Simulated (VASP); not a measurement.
Runs of VASP 6.6.1 on Ge. The structure is that of space group Fd-3m (No. 227), or close to it. The cells are those of the table. 

| task | level | potentials or basis | cell | cutoff (eV) | gap on the mesh (eV) | pressure (GPa) | relaxed volume (Å³/atom) |
| --- | --- | --- | --- | --- | --- | --- | --- |
| single point | LDA | VASP PAW LDA potentials, release 64 (Ge_d) | a = 3.975 Å, angles 60.0°, 2 atoms | 520 | (a) | 0.2 | - |
| relaxation of cell and atoms | LDA | VASP PAW LDA potentials, release 64 (Ge_d) | relaxed from a = 4.074 Å, angles 60.0°, 2 atoms | 600 | - | 0.0 | 22.25 |
| single point | PBE | VASP PAW PBE potentials, release 64 (Ge_d) | a = 4.012 Å, angles 60.0°, 2 atoms | 520 | none | (b) | - |
| relaxation of cell and atoms | PBEsol | VASP PAW PBE potentials, release 64 (Ge_d) | relaxed from a = 4.074 Å, angles 60.0°, 2 atoms | 600 | none | 0.0 | 22.86 |
| single point | r2SCAN | VASP PAW PBE potentials, release 64 (Ge_d) | a = 4.012 Å, angles 60.0°, 2 atoms | 520 | 0.32 | 0.0 | - |

Alike in all rows: no spin polarisation; k mesh 8 × 8 × 8; smearing fermi-dirac 0.02 eV.

Q: Fill in the values left out.

A: (a) 0.03; (b) 2.9.

Caveats: the PAW data sets were made with another functional, which shifts forces and pressure a little (some runs).

A k mesh can miss the band edges, and the runs leave out spin-orbit coupling on Ge.

A gap of «none» marks levels without a gap at the run's occupations.
